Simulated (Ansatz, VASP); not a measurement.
One calculation of HgH3Pb, two programs

```
CELL_PARAMETERS angstrom
4.06785 0.00000 0.00000
0.00000 4.06785 0.00000
0.00000 0.00000 4.72801
ATOMIC_POSITIONS crystal
Hg 0.50000 0.50000 0.57769
H 0.50000 0.50000 0.94737
H 0.00000 0.50000 0.39299
H 0.50000 0.00000 0.39299
Pb 0.00000 0.00000 0.14896
```

Alike in both runs: functional PBE; k mesh 10 × 10 × 8; occupations gaussian, width 0.1 eV; no spin polarisation.

Ansatz relaxed the structure, and its values are those at the end. VASP's run is a single point on that final structure, the one shown.

|  | VASP | Ansatz |
| --- | --- | --- |
| version | VASP 6.6.1 | Ansatz 0.2.0 |
| potentials or method | VASP PAW PBE potentials, release 64 (Hg, H, Pb_d), cutoff 520 eV | scalar-relativistic, plane waves, PAW |
| valence electrons in the cell | 29 | 37 |

VASP gave:

- gap on the k mesh at the Fermi level (eV): none
- pressure (GPa): 0.0
- rms of the force components (eV/Å): 0.016

Question: Estimate Ansatz's values.

Answer: gap on the k mesh at the Fermi level (eV): none; pressure (GPa): 0.0; rms of the force components (eV/Å): 0.001.

A gap of «none» marks a metal or a gap that the smearing closes. VASP's potentials hold 29 valence electrons a cell and Ansatz's 37, so a difference there can come from the potentials and not from the codes.

Spin-orbit coupling is off throughout.
